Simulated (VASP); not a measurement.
A run of VASP 6.6.1 is set up as follows.

Contents of INCAR:

```
ALGO     = Normal         # electronic algorithm
EDIFF    = 1E-6           # SCF threshold, eV
ENCUT    = 600            # plane-wave cutoff, eV
GGA      = PE             # functional
GGA_COMPAT= F            
ISIF     = 2              # what is computed and relaxed
ISMEAR   = 0              # smearing method
LASPH    = T              # aspherical terms in the spheres
LCHARG   = F              # write CHGCAR
LREAL    = F              # projectors in reciprocal space
LWAVE    = F              # write WAVECAR
NBANDS   = 11             # bands
NELM     = 120            # most SCF steps
PREC     = Accurate       # precision mode
SIGMA    = 0.02           # smearing width, eV
```

The input KPOINTS:

```
k-points
0
Gamma
  10 10 10
```

The input POSCAR:

```
MgO
1.0
    0.0000000000      2.1267948290      2.1267948290
    2.1267948290      0.0000000000      2.1267948290
    2.1267948290      2.1267948290      0.0000000000
Mg O
1 1
Direct
    0.0000000000      0.0000000000      0.0000000000
    0.5000000000      0.5000000000      0.5000000000
```

Potentials or basis: VASP PAW PBE potentials, release 64 (Mg, O).

Launch:

```bash
$ cat potpaw_PBE.64/Mg/POTCAR potpaw_PBE.64/O/POTCAR > POTCAR
$ mpirun -np 1 vasp_std > vasp.out
```

(1) Estimate the pressure.

(2) Predict the band gap on the k mesh.

## Answers

(1) -1.0 GPa.

(2) 4.45 eV, direct.
